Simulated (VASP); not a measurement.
## SiO2: single point with r2SCAN

SiO2:

```
Si O
1.0
     4.18519    0.00000    0.00000
     0.00000    4.18519    0.00000
     0.00000    0.00000    2.66884
Si O
2 4
Direct
  0.00000 0.00000 0.00000
  0.50000 0.50000 0.50000
  0.30610 0.30610 0.00000
  0.19390 0.80610 0.50000
  0.80610 0.19390 0.50000
  0.69390 0.69390 0.00000
```

* Program: VASP 6.6.1
* Task: single point
* Functional: r2SCAN
* Potentials or basis: VASP PAW PBE potentials, release 64 (Si, O)
* Cutoff: 520 eV
* k mesh: 6 × 6 × 8
* Occupations: fermi-dirac, width 0.02 eV
* Spin: no spin polarisation

```yaml
Pressure: 0.4 GPa
Largest_force: 0.021 eV/Å
Band_gap_on_the_k_mesh: 6.51 eV, direct
```

Forces on the atoms (eV/Å):
```
Si   0.000  0.000  0.000
Si   0.000  0.000  0.000
O   -0.015 -0.015  0.000
O    0.015 -0.015  0.000
O   -0.015  0.015  0.000
O    0.015  0.015  0.000
```

Stress tensor (GPa, compression positive):
```
0.09 0.00 0.00
0.00 0.09 0.00
0.00 0.00 0.99
```

Levels at points of the mesh, in eV from the valence-band top:
| k point | band 13 | band 14 | band 15 | band 16 | band 17 | band 18 | band 19 | band 20 |
| --- | --- | --- | --- | --- | --- | --- | --- | --- |
| (0.00, 0.00, 0.00) | -2.52 | -0.88 | -0.88 | 0.00 | 6.51 | 7.64 | 9.47 | 9.47 |
| (0.50, 0.00, 0.00) | -2.72 | -2.72 | -1.08 | -1.08 | 8.70 | 8.70 | 10.05 | 10.05 |
| (0.50, 0.50, 0.00) | -2.68 | -2.68 | -2.32 | -2.32 | 8.39 | 8.39 | 11.05 | 11.05 |
| (0.00, 0.00, 0.50) | -3.10 | -3.10 | -2.71 | -2.71 | 10.14 | 10.14 | 13.74 | 13.74 |
| (0.50, 0.00, 0.50) | -2.31 | -2.31 | -1.80 | -1.80 | 9.81 | 9.81 | 10.88 | 10.88 |
| (0.50, 0.50, 0.50) | -1.78 | -1.78 | -1.60 | -1.60 | 8.15 | 8.15 | 12.00 | 12.00 |

It took 2.5 min on 1 thread of Intel(R) Xeon(R) Platinum 8259CL CPU @ 2.50GHz (Skylake/Cascade Lake), with other jobs on the host, peak memory 0.18 GiB.

Caveat: the PAW data sets were made with another functional, which shifts forces and pressure a little. A k mesh can miss the band edges.
